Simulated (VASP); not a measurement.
# Co (P6_3/mmc) in VASP: further runs, part 2 of 2

VASP 6.6.1. Earlier steps stand in the parts before.

### 3 Single point, BLYP+D4, collinear spin, ferromagnetic start

File INCAR:

```
SYSTEM = Co
PREC = Accurate
ENCUT = 520
EDIFF = 1E-6
ISMEAR = -1
SIGMA = 0.05
LREAL = .False.
LASPH = .True.
NELM = 150
ALGO = Normal
ISIF = 2
LWAVE = .False.
LCHARG = .True.
ISPIN = 2
MAGMOM = 2 2
LORBIT = 11
LMAXMIX = 4
GGA = B5
ALDAX = 1.0
AGGAX = 1.0
AGGAC = 1.0
ALDAC = 0.0
IVDW = 13
LELF = .True.
LVHAR = .True.
VDW_S6 = 1.0
VDW_S8 = 2.34076671
VDW_A1 = 0.44488865
VDW_A2 = 4.0933009
NBANDS = 20
```

File KPOINTS:

```
Automatic mesh
0
Gamma
  12 12 7
  0 0 0
```

File POSCAR:

```
Co
1.0
    2.4719999032      0.0000000000      0.0000000000
   -1.2359999516      2.1408147143      0.0000000000
    0.0000000000      0.0000000000      4.0211440800
Co
2
Direct
    0.6666666667      0.3333333333      0.7500000000
    0.3333333333      0.6666666667      0.2500000000
```

Potentials or basis: VASP PAW PBE potentials, release 64 (Co).

The run is started by

```sh
$ cat potpaw_PBE.64/Co/POTCAR > POTCAR
$ mpirun -np 1 vasp_std > vasp.out
```

Run time: 30 s. Hardware: 1 thread of Intel Xeon 6975P-C (Granite Rapids), shared host; peak memory 0.16 GiB.

Results (log left out):

```yaml
Free_energy: -13.7609 eV
Pressure: 0.9 GPa
Net_moment: 3.11 μB per cell
Site_moments: Co +1.56 μB
Valence_electrons_inside_the_program's_atomic_spheres: Co 8.34
Dispersion_energy_per_atom: -0.845 eV
```

Stress tensor (GPa, compression positive):
```
 1.87  0.00  0.00
 0.00  1.87  0.00
 0.00  0.00 -0.93
```

Levels at points of the mesh, in eV from the Fermi level:
Spin up:
| k point | band 7 | band 8 | band 9 | band 10 | band 11 | band 12 | band 13 | band 14 | band 15 | band 16 |
| --- | --- | --- | --- | --- | --- | --- | --- | --- | --- | --- |
| (0.00, 0.00, 0.00) | -2.25 | -1.86 | -1.86 | -0.74 | -0.74 | 0.09 | 6.53 | 22.58 | 25.03 | 25.03 |
| (0.50, 0.00, 0.00) | -2.15 | -0.58 | -0.52 | -0.43 | 1.52 | 3.56 | 9.96 | 10.55 | 13.20 | 14.27 |
Spin down:
```tsv
k point	band 4	band 5	band 6	band 7	band 8	band 9	band 10	band 11
(0.00, 0.00, 0.00)	-1.03	-1.03	-0.67	-0.67	-0.21	-0.21	0.09	1.03
(0.50, 0.00, 0.00)	-1.69	-1.17	-1.09	-0.68	1.18	1.29	1.34	2.66
```

Caveat: the PAW data sets were made with another functional, which shifts forces and pressure a little.

### 4 Single point, PBE exchange alone, collinear spin, ferromagnetic start

File INCAR:

```
PREC = Accurate
ENCUT = 520
EDIFF = 1E-6
ISMEAR = -1
SIGMA = 0.05
LREAL = F
LASPH = T
NELM = 150
ALGO = Normal
ISIF = 2
LWAVE = F
LCHARG = T
ISPIN = 2
MAGMOM = 2 2
LORBIT = 11
LMAXMIX = 4
GGA = PE
ALDAC = 0.0
AGGAC = 0.0
LELF = T
LVHAR = T
NBANDS = 20
```

File KPOINTS:

```
Automatic mesh
0
Gamma
  12 12 7
```

POSCAR is that of step 3.

Potentials or basis: VASP PAW PBE potentials, release 64 (Co).

The run is started by

```sh
$ cat potpaw_PBE.64/Co/POTCAR > POTCAR
$ mpirun -np 1 vasp_std > vasp.out
```

OUTCAR:

```text
PREC = Accurate
   ENCUT = 520
   EDIFF = 1E-6
   ISMEAR = -1
   LREAL = F
   LASPH = T
   NELM = 150
   ISIF = 2
   ISPIN = 2
   LORBIT = 11
   GGA = PE

 ion  position               nearest neighbor table
   1  0.667  0.333  0.750-   2 2.47   2 2.47   2 2.47   2 2.47   2 2.47   2 2.47
   2  0.333  0.667  0.250-   1 2.47   1 2.47   1 2.47   1 2.47   1 2.47   1 2.47

  LATTYP: Found a hexagonal cell.
 ALAT       =     2.4719999032
 C/A-ratio  =     1.6266764715

  Lattice vectors:

 A1 = (   2.4719999032,   0.0000000000,   0.0000000000)
[... 1320 lines left out ...]
  external PRESSURE =     326.0420982 kB  Pullay stress =       0.0000000 kB

 VOLUME and BASIS-vectors are now :
 -----------------------------------------------------------------------------
  energy-cutoff  :      520.00
  volume of cell :       21.28
      direct lattice vectors                 reciprocal lattice vectors
     2.471999903  0.000000000  0.000000000     0.404530760  0.233555943  0.000000000
    -1.235999952  2.140814714  0.000000000     0.000000000  0.467111887  0.000000000
     0.000000000  0.000000000  4.021144080     0.000000000  0.000000000  0.248685444

 POSITION                                       TOTAL-FORCE (eV/Angst)
 -----------------------------------------------------------------------------------
      1.23600      0.71360      3.01586        -0.000000      0.000000      0.000000
     -0.00000      1.42721      1.00529         0.000000     -0.000000      0.000000
 -----------------------------------------------------------------------------------
    total drift:                                0.000000     -0.000000     -0.000000

  FREE ENERGIE OF THE ION-ELECTRON SYSTEM (eV)
  ---------------------------------------------------
  free  energy   TOTEN  =       -10.1433370084 eV

  energy  without entropy=      -10.1288500003  energy(sigma->0) =      -10.13609350

 total charge

# of ion       s       p       d       tot
------------------------------------------
    1        0.498   0.531   7.301   8.330
    2        0.498   0.531   7.301   8.330
--------------------------------------------------
tot          0.996   1.063  14.602  16.661

 magnetization (x)

# of ion       s       p       d       tot
------------------------------------------
    1       -0.016  -0.062   1.751   1.673
    2       -0.016  -0.062   1.751   1.673
--------------------------------------------------
tot         -0.032  -0.123   3.502   3.346
```

OSZICAR:

```text
N       E                     dE             d eps       ncg     rms          rms(c)
DAV:   1     0.897317556707E+02    0.89732E+02   -0.82394E+03  6456   0.124E+03
DAV:   2    -0.723882770736E+01   -0.96971E+02   -0.87384E+02  6148   0.218E+02
DAV:   3    -0.119316423918E+02   -0.46928E+01   -0.44977E+01  6916   0.574E+01
DAV:   4    -0.120042151005E+02   -0.72573E-01   -0.72517E-01  7484   0.631E+00
DAV:   5    -0.120064283699E+02   -0.22133E-02   -0.22131E-02  7220   0.105E+00    0.150E+01
DAV:   6    -0.105047656725E+02    0.15017E+01   -0.71500E+00  6984   0.543E+01    0.617E+00
DAV:   7    -0.101734774893E+02    0.33129E+00   -0.10371E+00  7368   0.192E+01    0.390E+00
DAV:   8    -0.101574438351E+02    0.16034E-01   -0.20772E-02  7860   0.140E+00    0.185E+00
DAV:   9    -0.101429485700E+02    0.14495E-01   -0.50792E-03  9200   0.112E+00    0.491E-01
DAV:  10    -0.101432383822E+02   -0.28981E-03   -0.93089E-04  8188   0.393E-01    0.136E-01
DAV:  11    -0.101433281665E+02   -0.89784E-04   -0.20189E-04  9216   0.227E-01    0.322E-02
DAV:  12    -0.101433355183E+02   -0.73517E-05   -0.20571E-05  6480   0.483E-02    0.151E-02
DAV:  13    -0.101433367867E+02   -0.12684E-05   -0.31904E-06  6896   0.173E-02    0.583E-03
DAV:  14    -0.101433370084E+02   -0.22166E-06   -0.65061E-07  4220   0.686E-03
   1 F= -.10143337E+02 E0= -.10136094E+02  d E =-.144870E-01  mag=     3.3026
```

Run time: 28 s. Hardware: 1 thread of Intel Xeon 6975P-C (Granite Rapids), shared host; peak memory 0.16 GiB.

Results:

- Free energy: -10.1433 eV
- Pressure: 32.6 GPa
- Net moment: 3.30 μB per cell
- Site moments: Co +1.67 μB
- Valence electrons inside the program's atomic spheres: Co 8.33

Levels at points of the mesh, in eV from the Fermi level:
Spin up:
```
           k point  band 8  band 9  band 10  band 11  band 12  band 13  band 14  band 15
(0.00, 0.00, 0.00)   -2.13   -2.13    -1.02    -1.02    -0.04     6.32    22.45    24.90
(0.50, 0.00, 0.00)   -0.86   -0.80    -0.71     1.31     3.36     9.81    10.40    13.02
```
Spin down:
```csv
k point,band 3,band 4,band 5,band 6,band 7,band 8,band 9,band 10,band 11,band 12
"(0.00, 0.00, 0.00)",-1.03,-0.96,-0.96,-0.58,-0.58,-0.17,-0.12,-0.12,1.12,1.12
"(0.50, 0.00, 0.00)",-3.32,-1.83,-1.10,-1.06,-0.63,1.28,1.39,1.45,2.67,4.44
```

Caveat: the cell stands under pressure.

### 5 Single point, RPBE+D4, collinear spin, ferromagnetic start

This run uses another cell than the first one, of 10.85 Å³/atom.

File INCAR:

```
SYSTEM = Co
PREC = Accurate
ENCUT = 520
EDIFF = 1E-7
ISMEAR = -1
SIGMA = 0.05
LREAL = .FALSE.
LASPH = .TRUE.
NELM = 150
ALGO = Normal
ISIF = 2
LWAVE = .FALSE.
LCHARG = .FALSE.
ISPIN = 2
MAGMOM = 2 2
LORBIT = 11
LMAXMIX = 4
GGA = RP
IVDW = 13
NBANDS = 20
```

File KPOINTS:

```
Automatic mesh
0
G
  12 12 7
  0 0 0
```

File POSCAR:

```
Co
1.0
    2.4883712406      0.0000000000      0.0000000000
   -1.2441856203      2.1549927084      0.0000000000
    0.0000000000      0.0000000000      4.0477749493
Co
2
Direct
    0.6666666667      0.3333333333      0.7500000000
    0.3333333333      0.6666666667      0.2500000000
```

The run is started by

```sh
$ cat potpaw_PBE.64/Co/POTCAR > POTCAR
$ mpirun -np 1 vasp_std > vasp.out
```

Run time: 34 s. Hardware: 1 thread of Intel Xeon 6975P-C (Granite Rapids), shared host; peak memory 0.17 GiB.

It converged, with:

```
Free energy                                           : -14.6975 eV
Pressure                                              : -6.2 GPa
Net moment                                            : 3.26 μB per cell
Site moments                                          : Co +1.66 μB
Valence electrons inside the program's atomic spheres : Co 8.27
Dispersion energy per atom                            : -0.837 eV
```

Stress tensor (GPa, compression positive):
```
-5.38  0.00  0.00
 0.00 -5.38  0.00
 0.00  0.00 -7.98
```

Levels at points of the mesh, in eV from the Fermi level:
Spin up:
| k point | band 9 | band 10 | band 11 | band 12 | band 13 | band 14 |
| --- | --- | --- | --- | --- | --- | --- |
| (0.00, 0.00, 0.00) | -1.96 | -0.89 | -0.89 | -0.13 | 6.26 | 22.04 |
| (0.50, 0.00, 0.00) | -0.68 | -0.60 | 1.29 | 3.33 | 9.66 | 10.33 |
Spin down:
```
           k point  band 4  band 5  band 6  band 7  band 8  band 9  band 10  band 11
(0.00, 0.00, 0.00)   -0.93   -0.93   -0.57   -0.57   -0.26   -0.12    -0.12     1.07
(0.50, 0.00, 0.00)   -1.85   -1.07   -1.03   -0.62    1.22    1.31     1.38     2.54
```

Caveat: the cell stands under tension; the PAW data sets were made with another functional, which shifts forces and pressure a little.

### 6 The runs side by side

```tsv
level	potentials or basis	fixed moment (μB)	cell	k mesh	cutoff (eV)	gap on the mesh (eV)	pressure (GPa)	moment (μB)
PBE	VASP PAW PBE potentials, release 64 (Co_sv)	5.0	a = 2.472, b = 2.472, c = 4.021 Å, angles 90.0, 90.0, 120.0°, 2 atoms	10 × 10 × 6	690	-	27.7	5.00
BLYP+D4	VASP PAW PBE potentials, release 64 (Co)	-	a = 2.472, b = 2.472, c = 4.021 Å, angles 90.0, 90.0, 120.0°, 2 atoms	12 × 12 × 7	520	none	0.9	3.11
PBE exchange alone	VASP PAW PBE potentials, release 64 (Co)	-	a = 2.472, b = 2.472, c = 4.021 Å, angles 90.0, 90.0, 120.0°, 2 atoms	12 × 12 × 7	520	none	32.6	3.30
RPBE+D4	VASP PAW PBE potentials, release 64 (Co)	-	a = 2.488, b = 2.488, c = 4.048 Å, angles 90.0, 90.0, 120.0°, 2 atoms	12 × 12 × 7	520	none	-6.2	3.26
```

Alike in all rows: task single point; spin collinear, ferromagnetic start; smearing fermi-dirac 0.05 eV.

Caveats: the PAW data sets were made with another functional, which shifts forces and pressure a little (at least some runs); the stress differs along the axes, from 25 to 32 GPa (at least some runs); the total moment is fixed, so each spin has its own Fermi level and the state may be an excited one (at least some runs); the cell stands under pressure (at least some runs); the cell stands under tension (at least some runs).

Total energies depend on the potentials used, so only differences within one code and one set of settings carry meaning.
